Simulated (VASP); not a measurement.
**Y: single point with revPBE**

Y:

```
Y
1.0
     3.73864    0.00000    0.00000
    -1.86932    3.23775    0.00000
     0.00000    0.00000   11.99365
Y
4
Direct
  0.00000 0.00000 0.00000
  0.00000 0.00000 0.50000
  0.33333 0.66667 0.25000
  0.66667 0.33333 0.75000
```

```yaml
Program: VASP 6.6.1
Task: single point
Functional: revPBE
Potentials_or_basis: VASP PAW PBE potentials, release 64 (Y_sv)
Cutoff: 520 eV
k_mesh: 11 × 11 × 3
Occupations: fermi-dirac, width 0.1 eV
Spin: no spin polarisation
Dipole_correction: no
Further_INCAR_settings: ALGO = Normal; EDIFF = 1e-07; NBANDS = 30
```

The pressure is -2.6 GPa. The band gap on the k mesh is zero (bands 22 and 23 overlap by 1.04 eV).

Levels at points of the mesh, in eV from the Fermi level:
| k point | band 18 | band 19 | band 20 | band 21 | band 22 | band 23 | band 24 | band 25 | band 26 | band 27 |
| --- | --- | --- | --- | --- | --- | --- | --- | --- | --- | --- |
| (0.00, 0.00, 0.00) | -3.27 | -3.26 | -1.77 | 0.45 | 0.77 | 0.82 | 1.54 | 1.54 | 1.59 | 1.59 |

It took 4.3 min on 1 thread of Oxide Virtual Turin-like Processor (shared host), peak memory 0.28 GiB.

Caveat: the PAW data sets were made with another functional, which shifts forces and pressure a little.
